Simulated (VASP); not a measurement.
# Sn3S5 (R32) in VASP: a series of runs, part 2 of 2

VASP 6.6.1. Earlier steps stand in the parts before.

### 3 Single point, PBE

Input file INCAR:

```
ALGO = Normal
EDIFF = 1E-6
ENCUT = 520
GGA = PE
ISIF = 2
ISMEAR = 0
LASPH = True
LCHARG = False
LREAL = False
LWAVE = False
NBANDS = 46
NELM = 80
PREC = Accurate
SIGMA = 0.2
```

Input file KPOINTS:

```
k-points
0
Gamma
  6 6 6
```

Input file POSCAR:

```
Sn3S5
1.0
    3.7795161399      2.1821046607      5.6381486927
   -3.7795161399      2.1821046607      5.6381486927
    0.0000000000     -4.3642093215      5.6381486927
Sn S
3 5
Direct
    0.7583081028      0.2416918972      0.5000000000
    0.5000000000      0.7583081028      0.2416918972
    0.2416918972      0.5000000000      0.7583081028
    0.0997242370      0.9002757630      0.5000000000
    0.5000000000      0.0997242370      0.9002757630
    0.9002757630      0.5000000000      0.0997242370
    0.3948169598      0.3948169598      0.3948169598
    0.6051830402      0.6051830402      0.6051830402
```

Potentials or basis: VASP PAW PBE potentials, release 64 (Sn_d, S).

Command:

```bash
cat potpaw_PBE.64/Sn_d/POTCAR potpaw_PBE.64/S/POTCAR > POTCAR
mpirun -np 1 vasp_std > vasp.out
```

OUTCAR:

```text
EDIFF = 1E-6
   ENCUT = 520
   GGA = PE
   ISIF = 2
   ISMEAR = 0
   LASPH = True
   LREAL = False
   NELM = 80
   PREC = Accurate

 ion  position               nearest neighbor table
   1  0.758  0.242  0.500-   4 2.58   7 2.64   8 2.64   5 2.66   6 2.66   2 3.38   3 3.38
   2  0.500  0.758  0.242-   5 2.58   7 2.64   8 2.64   4 2.66   6 2.66   3 3.38   1 3.38
   3  0.242  0.500  0.758-   6 2.58   8 2.64   7 2.64   4 2.66   5 2.66   2 3.38   1 3.38
   4  0.100  0.900  0.500-   1 2.58   2 2.66   3 2.66
   5  0.500  0.100  0.900-   2 2.58   1 2.66   3 2.66
   6  0.900  0.500  0.100-   3 2.58   1 2.66   2 2.66
   7  0.395  0.395  0.395-   2 2.64   3 2.64   1 2.64
   8  0.605  0.605  0.605-   3 2.64   2 2.64   1 2.64

  LATTYP: Found a trigonal (rhomboedric) cell.
 ALAT       =     7.1298698223
 COS(alpha) =     0.4379962633

  Lattice vectors:

 A1 = (   3.7795161399,   2.1821046607,   5.6381486927)
 A2 = (  -3.7795161399,   2.1821046607,   5.6381486927)
 A3 = (   0.0000000000,  -4.3642093215,   5.6381486927)

Analysis of symmetry for initial positions (statically):
=====================================================================
 Subroutine PRICEL returns:
 Original cell was already a primitive cell.

 Routine SETGRP: Setting up the symmetry group for a
 trigonal (rhombohedral) supercell.

 Subroutine GETGRP returns: Found  6 space group operations
 (whereof  6 operations were pure point group operations)
 out of a pool of 12 trial point group operations.

The static configuration has the point symmetry D_3 .

Analysis of symmetry for dynamics (positions and initial velocities):
=====================================================================
 Subroutine PRICEL returns:
 Original cell was already a primitive cell.

[... 135 lines left out ...]
   EFERMI_NEDOS =   21; number of points for ismear=-14 and -15
   IALGO  =     38    algorithm
   IMIX   =      4    mixing-type and parameters
     AMIX     =   0.40;   BMIX     =  1.00
     AMIX_MAG =   1.60;   BMIX_MAG =  1.00
  volume/ion in A,a.u.               =      34.87       235.35
  Fermi-wavevector in a.u.,A,eV,Ry     =   1.042283  1.969630 14.780752  1.086355
  Thomas-Fermi vector in A             =   2.176942
   LORBIT       =      0    0 simple, 1 ext, 2 COOP (PROOUT), +10 PAW based schemes
   GGA     = PE    functional components
   LHFCALC =     F    Hartree Fock is set to
   AEXX    =    0.0000 exact exchange contribution
   IVDW    =     0    specifies the selected vdW correction
   LEPSILON=     F    determine dielectric tensor
   LRPA    =     F    only Hartree local field effects (RPA)
 non-spin polarized calculation
 Gauss-broadening in eV      SIGMA  =   0.20
  energy-cutoff  :      520.00
  volume of cell :      279.00
 maximum number of plane-waves:      7533
 NGX is ok and might be reduce to    54
   NGX = 27   NGY = 27   NGZ = 27

 number of electron      72.0000009 magnetization

 Free energy of the ion-electron system (eV)
  ---------------------------------------------------
  ext. energy  EPLUGINS =         0.00000000
  ---------------------------------------------------
  free energy    TOTEN  =       -33.01063484 eV

  energy without entropy =      -32.91163086  energy(sigma->0) =      -32.96113285

 E-fermi :   2.2748     XC(G=0):  -7.4310

 val. band max:        2.2744819419   @ k =  -0.3333   0.3333   0.0000
 cond. band min:       2.2790688891   @ k =   0.5000  -0.0000   0.0000
 fundamental gap:      0.0045869472
 Fermi energy:         2.2748138234

 k-point     1 :       0.0000    0.0000    0.0000
  band No.  band energies     occupation
      1     -19.6859      2.00000
      2     -19.6799      2.00000
      3     -19.6653      2.00000
      4     -19.6535      2.00000
      5     -19.6535      2.00000
      6     -19.6297      2.00000
[... 1165 lines left out ...]
     45       6.6540      0.00000
     46       7.4988      0.00000

 [... further k-points ...]
[... 5 lines left out ...]
  --------------------------------------------------------------------------------------
  -------------------------------------------------------------------------------------
  Total       -0.1016742     -0.1016742     -0.0823995      0.0000000      0.0000000      0.0000000
  in kB       -0.5838776     -0.5838776     -0.4731902      0.0000000      0.0000000      0.0000000
  external PRESSURE =      -0.5469818 kB  Pullay stress =       0.0000000 kB

 VOLUME and BASIS-vectors are now :
 -----------------------------------------------------------------------------
  energy-cutoff  :      520.00
  volume of cell :      279.00
      direct lattice vectors                 reciprocal lattice vectors
     3.779516140  2.182104661  5.638148693     0.132292066  0.076378860  0.059121061
    -3.779516140  2.182104661  5.638148693    -0.132292066  0.076378860  0.059121061
     0.000000000 -4.364209321  5.638148693     0.000000000 -0.152757720  0.059121061

 POSITION                                       TOTAL-FORCE (eV/Angst)
 -----------------------------------------------------------------------------------
      1.95256     -0.00000      8.45722        -0.000667      0.000000      0.000000
     -0.97628      1.69097      8.45722         0.000333     -0.000577      0.000000
     -0.97628     -1.69097      8.45722         0.000333      0.000577      0.000000
     -3.02570     -0.00000      8.45722        -0.014078     -0.000000      0.000000
      1.51285     -2.62033      8.45722         0.007039     -0.012192      0.000000
      1.51285      2.62033      8.45722         0.007039      0.012192      0.000000
      0.00000     -0.00000      6.67811         0.000000     -0.000000      0.006073
      0.00000     -0.00000     10.23634         0.000000      0.000000     -0.006073
 -----------------------------------------------------------------------------------
    total drift:                                0.000000      0.000000     -0.000000

  FREE ENERGIE OF THE ION-ELECTRON SYSTEM (eV)
  ---------------------------------------------------
  free  energy   TOTEN  =       -33.0106348363 eV

  energy  without entropy=      -32.9116308628  energy(sigma->0) =      -32.96113285
```

OSZICAR:

```text
N       E                     dE             d eps       ncg     rms          rms(c)
DAV:   1     0.742740102476E+03    0.74274E+03   -0.32414E+04  3010   0.170E+03
DAV:   2     0.962778687114E+02   -0.64646E+03   -0.62750E+03  3096   0.457E+02
DAV:   3    -0.261608727806E+02   -0.12244E+03   -0.11996E+03  3484   0.186E+02
DAV:   4    -0.344898768142E+02   -0.83290E+01   -0.82025E+01  3432   0.510E+01
DAV:   5    -0.347915705812E+02   -0.30169E+00   -0.30061E+00  3808   0.989E+00    0.133E+01
DAV:   6    -0.330648099515E+02    0.17268E+01   -0.33123E+00  3928   0.113E+01    0.878E+00
DAV:   7    -0.330074225039E+02    0.57387E-01   -0.93910E-01  3752   0.359E+00    0.340E+00
DAV:   8    -0.330078527185E+02   -0.43021E-03   -0.10551E-01  3922   0.220E+00    0.616E-01
DAV:   9    -0.330091850590E+02   -0.13323E-02   -0.91835E-03  3624   0.644E-01    0.276E-01
DAV:  10    -0.330101898175E+02   -0.10048E-02   -0.17798E-03  3676   0.208E-01    0.125E-01
DAV:  11    -0.330106019499E+02   -0.41213E-03   -0.41287E-04  3128   0.997E-02    0.468E-02
DAV:  12    -0.330106093995E+02   -0.74495E-05   -0.34671E-05  3608   0.288E-02    0.287E-02
DAV:  13    -0.330106352566E+02   -0.25857E-04   -0.48453E-05  3028   0.364E-02    0.127E-02
DAV:  14    -0.330106348363E+02    0.42028E-06   -0.32714E-06  3248   0.869E-03
   1 F= -.33010635E+02 E0= -.32961133E+02  d E =-.990040E-01
```

stdout:

```text
POSCAR found type information on POSCAR SnS
 POSCAR found :  2 types and       8 ions
 scaLAPACK will be used
 LDA part: xc-table for (Slater+PW92), standard interpolation
 POSCAR, INCAR and KPOINTS ok, starting setup
 FFT: planning ... GRIDC
 FFT: planning ... GRID_SOFT
 FFT: planning ... GRID
 WAVECAR not read
 entering main loop
```

It took 3.8 min on 1 thread of Intel Xeon 6975P-C (Granite Rapids), shared host; peak memory 0.58 GiB.

What came out:

```yaml
Free_energy: -33.0106 eV
Pressure: -0.1 GPa
Largest_force: 0.014 eV/Å
Band_gap_on_the_k_mesh: zero (bands 36 and 37 overlap by 0.01 eV)
```

Forces on the atoms (eV/Å):
```
Sn  -0.001  0.000  0.000
Sn   0.000 -0.001  0.000
Sn   0.000  0.001  0.000
S   -0.014  0.000  0.000
S    0.007 -0.012  0.000
S    0.007  0.012  0.000
S    0.000  0.000  0.006
S    0.000  0.000 -0.006
```

Caveat: semilocal functionals underestimate gaps, and a narrow one can read as zero; spin-orbit coupling is left out, which moves the levels of the heavy elements.
